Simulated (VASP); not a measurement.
Wanted: the native input for a VASP 6.6.1 run.

- Task: single point
- Functional: PBE
- Potentials or basis: VASP PAW PBE potentials, release 64 (Cu)
- Cutoff: 520 eV
- k mesh: 22 × 22 × 22
- Occupations: gaussian, width 0.15 eV
- Spin: no spin polarisation
- Dipole correction: no
- Further INCAR settings: ALGO = Fast; EDIFF = 1e-06; NBANDS = 12

The structure of Cu lies in POSCAR:

```
Cu
1.0
   -1.4487000000      1.4487000000      1.3359000000
    1.4487000000     -1.4487000000      1.3359000000
    1.4487000000      1.4487000000     -1.3359000000
Cu
1
Direct
    0.0000000000      0.0000000000      0.0000000000
```

The input as run:

INCAR

```
SYSTEM = Cu
ALGO = Fast ; EDIFF = 1E-6
ENCUT = 520 ; GGA = PE
ISIF = 2 ; ISMEAR = 0
LASPH = .TRUE. ; LCHARG = .FALSE.
LREAL = .FALSE. ; LWAVE = .FALSE.
NBANDS = 12 ; NELM = 60
PREC = Accurate ; SIGMA = 0.15
```

KPOINTS

```
k-points
0
G
  22 22 22
  0 0 0
```

Potentials or basis: VASP PAW PBE potentials, release 64 (Cu).

Launch:

```console
$ cat potpaw_PBE.64/Cu/POTCAR > POTCAR
$ mpirun -np 1 vasp_std > vasp.out
```

Results of the run:

```
Pressure : 12.1 GPa
```

Run time: 38 s on 1 thread of Intel(R) Xeon(R) 6975P-C (Granite Rapids), with other jobs on the host, peak memory 0.21 GiB.
